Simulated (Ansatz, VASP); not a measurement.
One calculation of BN, two programs

The input INCAR:

```
SYSTEM = BN
PREC = Accurate
ENCUT = 600
EDIFF = 1E-6
ISMEAR = 0
SIGMA = 0.05
LREAL = .FALSE.
LASPH = .TRUE.
NELM = 120
ALGO = Normal
ISIF = 2
LWAVE = .FALSE.
LCHARG = .TRUE.
GGA = PE
LELF = .TRUE.
LVHAR = .TRUE.
NBANDS = 11
GGA_COMPAT = .FALSE.
```

Contents of KPOINTS:

```
regular mesh
0
G
  12 12 12
  0 0 0
```

POSCAR

```
BN
1.0
    0.0000000000      1.8818210814      1.8818210814
    1.8818210814      0.0000000000      1.8818210814
    1.8818210814      1.8818210814      0.0000000000
B N
1 1
Direct
    0.0000000000      0.0000000000      0.0000000000
    0.7500000000      0.7500000000      0.7500000000
```

Input for Ansatz:

```yaml
crystal:
  lattice:
    - [0.0, 1.8818210814, 1.8818210814]
    - [1.8818210814, 0.0, 1.8818210814]
    - [1.8818210814, 1.8818210814, 0.0]
  atoms:
    - { symbol: B, position: [0.0, 0.0, 0.0] }
    - { symbol: "N", position: [0.75, 0.75, 0.75] }
basis:
  ecutwfc: 520.0
kpoints:
  mp_grid: { grid: [12, 12, 12] }
hamiltonian:
  xc: pbe
  pseudopotentials: { kind: paw, azcp: { folder: soft_1 } }
scf:
  occupations: { method: gaussian, width: 0.05 }
output:
  forces: true
  stress: true
  eigenvalues: true
```

Alike in both runs: task single point; functional PBE; k mesh 12 × 12 × 12; occupations gaussian, width 0.05 eV; no spin polarisation.

|  | VASP | Ansatz |
| --- | --- | --- |
| version | VASP 6.6.1 | Ansatz 0.2.0 |
| potentials or method | VASP PAW PBE potentials, release 64 (B, N), cutoff 600 eV | scalar-relativistic, plane waves, PAW |
| valence electrons in the cell | 8 | 8 |

|  | VASP | Ansatz | Ansatz less VASP |
| --- | --- | --- | --- |
| gap on the k mesh at the Fermi level (eV) | 4.32 | 4.32 | +0.004 |
| least direct gap on the mesh (eV) | 8.25 | 8.25 | +0.003 |
